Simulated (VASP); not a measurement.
The system is Mg3TeSe2.

```
Mg Te Se
1.0
     4.08141    0.00000    0.00000
    -2.04071    3.53461    0.00000
     0.00000    0.00000   10.06829
Mg Te Se
3 1 2
Direct
  0.33333 0.66667 0.16576
  0.66667 0.33333 0.83424
  0.00000 0.00000 0.50000
  0.00000 0.00000 0.00000
  0.33333 0.66667 0.66867
  0.66667 0.33333 0.33133
```

* Program: VASP 6.6.1
* Task: relaxation of cell and atoms
* Functional: PBE
* Potentials or basis: VASP PAW PBE potentials, release 64 (Mg, Te, Se)
* Cutoff: 600 eV
* k mesh: 6 × 6 × 2
* Occupations: gaussian, width 0.1 eV
* Spin: no spin polarisation

At the start: pressure -2.6 GPa; volume 24.21 Å³/atom.

Q: How do energy, volume and symmetry change on relaxing?

A: Over 8 steps the energy falls by 39.7 meV/atom and the volume is 22.67 Å³/atom (-6.3 %); space group P-3m1 (No. 164, to 0.05 Å).

Step by step:
| step | energy change (eV) | largest force (eV/Å) | pressure (GPa) | volume (Å³) |
| --- | --- | --- | --- | --- |
| 1 | 0.0000 | 0.8571 | -2.62 | 145.25 |
| 2 | -0.1376 | 0.6808 | 0.07 | 137.08 |
| 3 | -0.1472 | 0.6091 | 1.18 | 134.34 |
| 4 | -0.2024 | 0.2840 | 0.67 | 135.12 |
| 5 | -0.2268 | 0.2731 | 0.14 | 136.11 |
| 6 | -0.2358 | 0.1355 | -0.10 | 136.69 |
| 7 | -0.2379 | 0.0342 | -0.28 | 137.13 |
| 8 | -0.2385 | 0.0248 | 0.17 | 136.03 |

Final structure:
```
CELL_PARAMETERS angstrom
4.00223 0.00000 0.00000
-2.00112 3.46604 0.00000
0.00000 0.00000 9.80642
ATOMIC_POSITIONS crystal
Mg 0.33333 0.66667 0.18148
Mg 0.66667 0.33333 0.81852
Mg 0.00000 0.00000 0.50000
Te 0.00000 0.00000 0.00000
Se 0.33333 0.66667 0.65935
Se 0.66667 0.33333 0.34065
```
